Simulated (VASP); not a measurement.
# Si: single point with LDA

The system is Si.

```xyz
2
Lattice="0.0000 2.7009 2.7009 2.7009 0.0000 2.7009 2.7009 2.7009 0.0000" Properties=species:S:1:pos:R:3 pbc="T T T"
Si   -0.6752   -0.6752   -0.6752
Si    0.6752    0.6752    0.6752
```

```
Program                 : VASP 6.6.1
Task                    : single point
Functional              : LDA
Potentials or basis     : VASP PAW LDA potentials, release 64 (Si)
Cutoff                  : 400 eV
k mesh                  : 12 × 12 × 12
Occupations             : fermi-dirac, width 0.08 eV
Spin                    : no spin polarisation
Dipole correction       : no
k mesh for the DOS      : 18 × 18 × 18
Occupations for the DOS : tetrahedron
Further INCAR settings  : ALGO = Normal; EDIFF = 1e-06; NBANDS = 11
```

* Valence electrons inside the program's atomic spheres: Si 1.72

Levels at points of the mesh, in eV from the valence-band top:
```tsv
k point	band 1	band 2	band 3	band 4	band 5	band 6	band 7	band 8
(0.00, 0.00, 0.00)	-12.07	0.00	0.00	0.00	2.53	2.53	2.53	3.39
(0.50, 0.00, 0.00)	-9.69	-7.07	-1.21	-1.21	1.49	3.29	3.29	7.54
(0.50, 0.50, 0.00)	-7.87	-7.87	-2.89	-2.89	0.57	0.57	10.12	10.12
```

Run time: 30 s on 1 thread of AMD EPYC 9R45 96-Core Processor (Zen 5), with other jobs on the host, peak memory 0.13 GiB.
